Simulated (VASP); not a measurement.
# Li (Im-3m) in VASP: further runs, part 2 of 2

VASP 6.6.1. The steps go on from the part before.

## Step 3: Relaxation of cell and atoms, PBEsol

This run uses another cell than the first one, of 21.61 Å³/atom.

Input file INCAR:

```
SYSTEM = Li
ALGO     = Normal         ! electronic algorithm
EDIFF    = 1E-7           ! SCF threshold, eV
EDIFFG   = -0.01          ! ionic threshold
ENCUT    = 600            ! plane-wave cutoff, eV
GGA      = PS             ! functional
IBRION   = 2              ! ionic algorithm
ISIF     = 3              ! what is computed and relaxed
ISMEAR   = 0              ! smearing method
LASPH    = .True.         ! aspherical terms in the spheres
LCHARG   = .False.        ! write CHGCAR
LREAL    = .False.        ! projectors in reciprocal space
LWAVE    = .False.        ! write WAVECAR
NELM     = 60             ! most SCF steps
NSW      = 60             ! ionic steps
PREC     = Accurate       ! precision mode
SIGMA    = 0.05           ! smearing width, eV
```

Input file KPOINTS:

```
k-points
0
Gamma
  9 9 9
  0 0 0
```

Input file POSCAR:

```
Li
1.0
   -1.7546500000      1.7546500000      1.7546500000
    1.7546500000     -1.7546500000      1.7546500000
    1.7546500000      1.7546500000     -1.7546500000
Li
1
Direct
    0.0000000000      0.0000000000      0.0000000000
```

Potentials or basis: VASP PAW PBE potentials, release 64 (Li_sv).

The run is started by

```console
cat potpaw_PBE.64/Li_sv/POTCAR > POTCAR
mpirun -np 1 vasp_std > vasp.out
```

OUTCAR:

```text
SYSTEM = Li
   EDIFF = 1E-7
   EDIFFG = -0.01
   ENCUT = 600
   GGA = PS
   IBRION = 2
   ISIF = 3
   ISMEAR = 0
   LASPH = .True.
   LREAL = .False.
   NELM = 60
   NSW = 60
   PREC = Accurate

 ion  position               nearest neighbor table
   1  0.000  0.000  0.000-

  LATTYP: Found a body centered cubic cell.
 ALAT       =     3.5093000000

  Lattice vectors:

 A1 = (  -1.7546500000,   1.7546500000,   1.7546500000)
 A2 = (   1.7546500000,  -1.7546500000,   1.7546500000)
 A3 = (   1.7546500000,   1.7546500000,  -1.7546500000)

Analysis of symmetry for initial positions (statically):
=====================================================================
 Subroutine PRICEL returns:
 Original cell was already a primitive cell.

 Routine SETGRP: Setting up the symmetry group for a
 body centered cubic supercell.

 Subroutine GETGRP returns: Found 48 space group operations
 (whereof 48 operations were pure point group operations)
 out of a pool of 48 trial point group operations.

The static configuration has the point symmetry O_h .

Analysis of symmetry for dynamics (positions and initial velocities):
=====================================================================
 Subroutine PRICEL returns:
 Original cell was already a primitive cell.

 Routine SETGRP: Setting up the symmetry group for a
 body centered cubic supercell.

 Subroutine GETGRP returns: Found 48 space group operations
 (whereof 48 operations were pure point group operations)
 out of a pool of 48 trial point group operations.

The dynamic configuration has the point symmetry O_h .

 Subroutine INISYM returns: Found 48 space group operations
 (whereof 48 operations are pure point group operations),
 and found     1 'primitive' translations

[... 121 lines left out ...]
   LEPSILON=     F    determine dielectric tensor
   LRPA    =     F    only Hartree local field effects (RPA)
 conjugate gradient relaxation of ions
 non-spin polarized calculation
 Gauss-broadening in eV      SIGMA  =   0.05
  energy-cutoff  :      600.00
  volume of cell :       21.61
 maximum number of plane-waves:       735
   NGX = 13   NGY = 13   NGZ = 13

--------------------------------------- Ionic step        1  -------------------------------------------

 number of electron       2.9999991 magnetization

 Free energy of the ion-electron system (eV)
  ---------------------------------------------------
  ext. energy  EPLUGINS =         0.00000000
  ---------------------------------------------------
  free energy    TOTEN  =        -1.96532445 eV

  energy without entropy =       -1.96341756  energy(sigma->0) =       -1.96437101

------------------------ aborting loop because EDIFF is reached ----------------------------------------

  FORCE on cell =-STRESS in cart. coord.  units (eV):
  Direction    XX          YY          ZZ          XY          YZ          ZX
  --------------------------------------------------------------------------------------
  -------------------------------------------------------------------------------------
  Total       -0.1233323     -0.1233323     -0.1233323      0.0000000      0.0000000     -0.0000000
  in kB       -9.1444150     -9.1444150     -9.1444150      0.0000000      0.0000000     -0.0000000
  external PRESSURE =      -9.1444150 kB  Pullay stress =       0.0000000 kB
[... 92 lines left out ...]
--------------------------------------- Ionic step        4  -------------------------------------------

 number of electron       3.0000004 magnetization

 Free energy of the ion-electron system (eV)
  ---------------------------------------------------
  ext. energy  EPLUGINS =         0.00000000
  ---------------------------------------------------
  free energy    TOTEN  =        -1.97024387 eV

  energy without entropy =       -1.96842390  energy(sigma->0) =       -1.96933388

 E-fermi :   0.6253     XC(G=0):  -7.0546

 val. band max:        0.6096520765   @ k =  -0.3333   0.4444   0.1111
 cond. band min:       0.8603578460   @ k =  -0.4444   0.4444   0.1111
 fundamental gap:      0.2507057694
 Fermi energy:         0.6252857853

 k-point     1 :       0.0000    0.0000    0.0000
  band No.  band energies     occupation
      1     -45.2139      2.00000
      2      -2.9082      2.00000
      3      15.4513      0.00000
      4      15.4513      0.00000
      5      15.4513      0.00000
[... 177 lines left out ...]
 k-point    24 :      -0.4444   -0.4444    0.1111
  band No.  band energies     occupation
      1     -45.1889      2.00000
      2       1.7632      0.00000
      3       4.1402      0.00000
      4       8.2456      0.00000
      5      12.9140      0.00000

 [... further k-points ...]

------------------------ aborting loop because EDIFF is reached ----------------------------------------

  FORCE on cell =-STRESS in cart. coord.  units (eV):
  Direction    XX          YY          ZZ          XY          YZ          ZX
  --------------------------------------------------------------------------------------
  -------------------------------------------------------------------------------------
  Total        0.0015117      0.0015117      0.0015117     -0.0000000      0.0000000     -0.0000000
  in kB        0.1212733      0.1212733      0.1212733     -0.0000000      0.0000000     -0.0000000
  external PRESSURE =       0.1212733 kB  Pullay stress =       0.0000000 kB
[... 16 lines left out ...]
  FREE ENERGIE OF THE ION-ELECTRON SYSTEM (eV)
  ---------------------------------------------------
  free  energy   TOTEN  =        -1.9702438703 eV

  energy  without entropy=       -1.9684238997  energy(sigma->0) =       -1.96933388

 reached required accuracy - stopping structural energy minimisation
```

CONTCAR:

```text
Li
   1.00000000000000
    -1.7091585551844457    1.7091585551844457    1.7091585551844457
     1.7091585551844457   -1.7091585551844457    1.7091585551844457
     1.7091585551844457    1.7091585551844457   -1.7091585551844457
  Li
     1
Direct
     1.0000000000000000    1.0000000000000000    0.0000000000000000

  0.00000000E+00  0.00000000E+00  0.00000000E+00
```

It took 6.8 s on 1 thread of Intel Xeon Platinum 8488C (Sapphire Rapids), shared host; peak memory 0.12 GiB.

What came out:

* Free energy: -1.9702 eV
* Relaxed volume: 19.97 Å³/atom
* Relaxed cell: a = 2.960 Å, b = 2.960 Å, c = 2.960 Å, α = 109.47°, β = 109.47°, γ = 109.47°
* Space group after relaxing (to 0.1 Å): Im-3m (No. 229)
* Energy gained by relaxing: 4.9 meV/atom
* Ionic steps: 4
* Pressure after relaxing: 0.0 GPa
* Band gap on the k mesh: zero (an odd number of electrons rules out a gap without spin polarisation)

Step by step:
```tsv
step	energy change (eV)	largest force (eV/Å)	pressure (GPa)	volume (Å³)
1	0.0000	0.0000	-0.91	21.61
2	-0.0020	0.0000	-0.73	21.23
3	-0.0048	0.0000	-0.16	20.23
4	-0.0049	0.0000	0.01	19.97
```

Final structure:
```
CELL_PARAMETERS angstrom
-1.70916 1.70916 1.70916
1.70916 -1.70916 1.70916
1.70916 1.70916 -1.70916
ATOMIC_POSITIONS crystal
Li 0.00000 0.00000 0.00000
```

Caveat: the cutoff is under 1.25 times the usual one of these potentials, so pressure, stress and relaxed cells hold a basis-set (Pulay) error; the PAW data sets were made with another functional, which shifts forces and pressure a little.
